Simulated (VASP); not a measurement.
Input of a VASP 6.6.1 run:

File INCAR:

```
SYSTEM = Au
PREC = Accurate
ENCUT = 520
EDIFF = 1E-6
ISMEAR = -1
SIGMA = 0.05
LREAL = .False.
LASPH = .True.
NELM = 100
ALGO = Fast
ISIF = 2
LWAVE = .False.
LCHARG = .False.
GGA = PS
NBANDS = 18
```

Contents of KPOINTS:

```
Automatic mesh
0
Gamma
  11 11 6
  0 0 0
```

The input POSCAR:

```
Au
1.0
    2.7588792037      0.0000000000      0.0000000000
   -1.3794396019      2.3892594764      0.0000000000
    0.0000000000      0.0000000000      4.5707756554
Au
2
Direct
    0.6666666667      0.3333333333      0.2500000000
    0.3333333333      0.6666666667      0.7500000000
```

Potentials or basis: VASP PAW PBE potentials, release 64 (Au).

Command:

```bash
$ cat potpaw_PBE.64/Au/POTCAR > POTCAR
$ mpirun -np 1 vasp_std > vasp.out
```

Question: What does it give for the pressure?

Answer: 29.7 GPa.

Question: Predict the band gap on the k mesh.

Answer: Zero (band 11 reaches 15.55 eV, above the bottom of band 12 at 8.59 eV).

Caveat: the PAW data sets were made with another functional, which shifts forces and pressure a little; spin-orbit coupling is left out, which moves the levels of the heavy elements.
